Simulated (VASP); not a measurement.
A run of VASP 6.6.1 is set up as follows.

File INCAR:

```
SYSTEM = AlN
PREC     = Accurate       ! precision mode
ENCUT    = 520            ! plane-wave cutoff, eV
EDIFF    = 1E-7           ! SCF threshold, eV
ISMEAR   = 1              ! smearing method
SIGMA    = 0.1            ! smearing width, eV
LREAL    = .False.        ! projectors in reciprocal space
LASPH    = .True.         ! aspherical terms in the spheres
NELM     = 100            ! most SCF steps
ALGO     = Normal         ! electronic algorithm
ISIF     = 2              ! what is computed and relaxed
LWAVE    = .False.        ! write WAVECAR
LCHARG   = .False.        ! write CHGCAR
GGA      = PE             ! functional
IVDW     = 12             ! dispersion correction
NBANDS   = 16             ! bands
```

KPOINTS

```
Automatic mesh
0
Gamma
  12 12 4
  0 0 0
```

Contents of POSCAR:

```
AlN
1.0
    3.1093359343      0.0000000000      0.0000000000
   -1.5546679671      2.6927639080      0.0000000000
    0.0000000000      0.0000000000      4.9785919992
Al N
2 2
Direct
    0.3333333333      0.6666666667     -0.0009355494
    0.6666666667      0.3333333333      0.4990644506
    0.3333333333      0.6666666667      0.3809355494
    0.6666666667      0.3333333333      0.8809355494
```

Potentials or basis: VASP PAW PBE potentials, release 64 (Al, N).

Launch:

```bash
$ cat potpaw_PBE.64/Al/POTCAR potpaw_PBE.64/N/POTCAR > POTCAR
$ mpirun -np 1 vasp_std > vasp.out
```

Q: Estimate the dispersion energy per atom.

A: -0.269 eV.

Q: Estimate the band gap on the k mesh.

A: 4.22 eV, direct.

Q: What does it give for the pressure?

A: -0.3 GPa.

**What was measured.**

“Self-assembly of well-separated AlN nanowires directly on sputtered metallic TiN films”, 2019, arxiv:1910.07391 quotes, for a bulk crystal of AlN at 10 K: band gap 6.034 eV (an exciton energy, a little under the gap).

Against the measured gap of AlN, 6.034 eV (an exciton energy, a little under the gap; 10 K; quoted in “Self-assembly of well-separated AlN nanowires directly on sputtered metallic TiN films”, 2019, arxiv:1910.07391), the calculated 4.22 eV is off by -1.81 eV. 2 values of this kind are on record (6.034 to 6.0343 eV); this one was drawn at random. The value is that of PBE+D3(BJ) on a finite k mesh, which can miss the band edges, without temperature or zero-point motion. Semilocal functionals fall short of measured gaps as a rule.
